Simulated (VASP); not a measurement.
A run of VASP 6.6.1 is set up as follows.

INCAR

```
PREC     = Accurate       # precision mode
ENCUT    = 910            # plane-wave cutoff, eV
EDIFF    = 1E-6           # SCF threshold, eV
ISMEAR   = 0              # smearing method
SIGMA    = 0.02           # smearing width, eV
LREAL    = F              # projectors in reciprocal space
LASPH    = T              # aspherical terms in the spheres
NELM     = 120            # most SCF steps
ALGO     = Normal         # electronic algorithm
ISIF     = 2              # what is computed and relaxed
LWAVE    = F              # write WAVECAR
LCHARG   = F              # write CHGCAR
GGA      = PS             # functional
NBANDS   = 16             # bands
GGA_COMPAT= F
```

KPOINTS

```
regular mesh
0
Gamma
  9 9 6
```

File POSCAR:

```
BN
1.0
    2.5124009663      0.0000000000      0.0000000000
   -1.2562004831      2.1758030613      0.0000000000
    0.0000000000      0.0000000000      4.1606277792
B N
2 2
Direct
    0.3333333333      0.6666666667     -0.0000992333
    0.6666666667      0.3333333333      0.4999007667
    0.3333333333      0.6666666667      0.3740992333
    0.6666666667      0.3333333333      0.8740992333
```

Potentials or basis: VASP PAW PBE potentials, release 64 (B_h, N_h).

Command:

```console
$ cat potpaw_PBE.64/B_h/POTCAR potpaw_PBE.64/N_h/POTCAR > POTCAR
$ mpirun -np 1 vasp_std > vasp.out
```

(1) Predict the band gap on the k mesh.

(2) Estimate the pressure.

Answers

(1) 4.87 eV, indirect (least direct gap 8.37 eV).

(2) 13.2 GPa.

Caveat: the cell differs from its parent crystal (strained cell); the cutoff is under 1.25 times the usual one of these potentials, so pressure, stress and relaxed cells hold a basis-set (Pulay) error; the PAW data sets were made with another functional, which shifts forces and pressure a little.
